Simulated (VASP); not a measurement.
A run of VASP 6.6.1:

Contents of INCAR:

```
SYSTEM = Bi
ALGO = Normal ; EDIFF = 1E-6
ENCUT = 520 ; ISIF = 2
ISMEAR = -1 ; LASPH = .TRUE.
LCHARG = .FALSE. ; LREAL = .FALSE.
LWAVE = .FALSE. ; NBANDS = 22
NELM = 80 ; PREC = Accurate
SIGMA = 0.03
```

KPOINTS

```
k-points
0
G
  11 11 11
  0 0 0
```

The input POSCAR:

```
Bi
1.0
    2.2729996784      1.3123169762      3.8353800000
   -2.2729996784      1.3123169762      3.8353800000
    0.0000000000     -2.6246339523      3.8353800000
Bi
2
Direct
    0.2338900000      0.2338900000      0.2338900000
    0.7661100000      0.7661100000      0.7661100000
```

Potentials or basis: VASP PAW LDA potentials, release 64 (Bi_d).

Command:

```bash
$ cat potpaw_LDA.64/Bi_d/POTCAR > POTCAR
$ mpirun -np 1 vasp_std > vasp.out
```

Hardware: 1 thread of Intel Xeon 8259CL (shared host).

Question: How long does it take, and how much memory?

Answer: It took 5.4 min on 1 thread of Intel Xeon 8259CL (shared host), peak memory 0.29 GiB. Counts: scf iterations 10, k points 146.
